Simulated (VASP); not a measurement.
V: single point with PBE

Crystal: V.

```
V
1.0
    -1.49574    1.49574    1.49574
     1.49574   -1.49574    1.49574
     1.49574    1.49574   -1.49574
V
1
Direct
  0.00000 0.00000 0.00000
```

| Item | Value |
| --- | --- |
| Program | VASP 6.6.1 |
| Task | single point |
| Functional | PBE |
| Potentials or basis | VASP PAW PBE potentials, release 64 (V_sv) |
| Cutoff | 520 eV |
| k mesh | 20 × 20 × 20 |
| Occupations | gaussian, width 0.05 eV |
| Spin | no spin polarisation |

| Quantity | Value |
| --- | --- |
| Pressure | 1.2 GPa |
| Band gap on the k mesh | zero (an odd number of electrons rules out a gap without spin polarisation) |

Levels at points of the mesh, in eV from the Fermi level:
```
           k point  band 3  band 4  band 5  band 6  band 7  band 8  band 9  band 10
(0.00, 0.00, 0.00)  -37.00  -37.00   -6.59    0.42    0.42    0.42    2.45     2.45
(0.50, 0.00, 0.00)  -37.28  -37.00   -3.18   -1.13    1.67    2.45    2.81     4.15
(0.50, 0.50, 0.50)  -37.62  -37.62   -3.01   -3.01    3.76    3.76    3.76    10.27
```

Run time: 56 s on 1 thread of Intel Xeon 8259CL, with other jobs on the host, peak memory 0.16 GiB.
